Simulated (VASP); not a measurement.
Write the native input for VASP 6.6.1 that does the following.

```
Task                   : single point
Functional             : PBE
Potentials or basis    : VASP PAW PBE potentials, release 64 (Zn, Sn_d, N)
Cutoff                 : 520 eV
k mesh                 : 3 × 3 × 3
Occupations            : gaussian, width 0.1 eV
Spin                   : no spin polarisation
Dipole correction      : no
Further INCAR settings : ALGO = Normal; EDIFF = 1e-06; NBANDS = 41
```

The structure of ZnSn3N2 lies in POSCAR:

```
ZnSn3N2
1.0
    3.8591018201      2.2280534746      2.3826652861
   -3.8591018201      2.2280534746      2.3826652861
    0.0000000000     -4.4561069493      2.3826652861
Zn Sn N
1 3 2
Direct
    0.0000000000      0.0000000000      0.0000000000
    0.0000000000      0.5000000000      0.5000000000
    0.5000000000      0.0000000000      0.5000000000
    0.5000000000      0.5000000000      0.0000000000
    0.2564155228      0.2564155228      0.2564155228
    0.7435844772      0.7435844772      0.7435844772
```

The input as run:

INCAR

```
SYSTEM = ZnSn3N2
PREC     = Accurate       ! precision mode
ENCUT    = 520            ! plane-wave cutoff, eV
EDIFF    = 1E-6           ! SCF threshold, eV
ISMEAR   = 0              ! smearing method
SIGMA    = 0.1            ! smearing width, eV
LREAL    = .FALSE.        ! projectors in reciprocal space
LASPH    = .TRUE.         ! aspherical terms in the spheres
NELM     = 100            ! most SCF steps
ALGO     = Normal         ! electronic algorithm
ISIF     = 2              ! what is computed and relaxed
LWAVE    = .FALSE.        ! write WAVECAR
LCHARG   = .FALSE.        ! write CHGCAR
GGA      = PE             ! functional
NBANDS   = 41             ! bands
```

KPOINTS

```
regular mesh
0
G
  3 3 3
  0 0 0
```

Potentials or basis: VASP PAW PBE potentials, release 64 (Zn, Sn_d, N).

Launch:

```console
$ cat potpaw_PBE.64/Zn/POTCAR potpaw_PBE.64/Sn_d/POTCAR potpaw_PBE.64/N/POTCAR > POTCAR
$ mpirun -np 1 vasp_std > vasp.out
```

It gave:

```yaml
Pressure: 0.1 GPa
Largest_force: 0.113 eV/Å
Band_gap_on_the_k_mesh: zero (band 32 reaches 5.98 eV, above the bottom of band 33 at 5.42 eV)
```

Caveat: the k points lie up to 0.43 Å⁻¹ apart; spin-orbit coupling is left out, which moves the levels of the heavy elements.

Wall time 38 s on 1 thread of Intel Xeon 6975P-C, on a shared host, peak memory 0.25 GiB.
